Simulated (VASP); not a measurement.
Here is a VASP 6.6.1 calculation.

Contents of INCAR:

```
  ALGO = Normal
  EDIFF = 1E-6
  ENCUT = 700
  GGA = RP
  GGA_COMPAT = F
  ISIF = 2
  ISMEAR = -1
  LASPH = T
  LCHARG = F
  LREAL = F
  LWAVE = F
  NBANDS = 33
  NELM = 120
  PREC = Accurate
  SIGMA = 0.05
```

File KPOINTS:

```
k-points
0
Gamma
  10 10 5
```

File POSCAR:

```
CuO
1.0
    2.3755039530     -1.7359471401      0.0000000000
    2.3755039530      1.7359471401      0.0000000000
   -0.8718742338      0.0000000000      5.1260186872
Cu O
2 2
Direct
    0.0032000000      0.4968000000      0.0000000000
    0.4968000000      0.0032000000      0.5000000000
    0.5714000000      0.4056000000      0.2537000000
    0.4056000000      0.5714000000      0.7537000000
```

Potentials or basis: VASP PAW PBE potentials, release 64 (Cu_sv_GW, O).

Command:

```console
$ cat potpaw_PBE.64/Cu_sv_GW/POTCAR potpaw_PBE.64/O/POTCAR > POTCAR
$ mpirun -np 1 vasp_std > vasp.out
```

(1) What does it give for the band gap on the k mesh?

(2) Predict the largest force.

## Answers

(1) zero (band 25 reaches 5.64 eV, above the bottom of band 26 at 5.04 eV).

(2) 0.699 eV/Å.

Caveat: the PAW data sets were made with another functional, which shifts forces and pressure a little; semilocal functionals often make such compounds metallic where correlation or magnetic order opens a gap, which also shifts bond lengths.
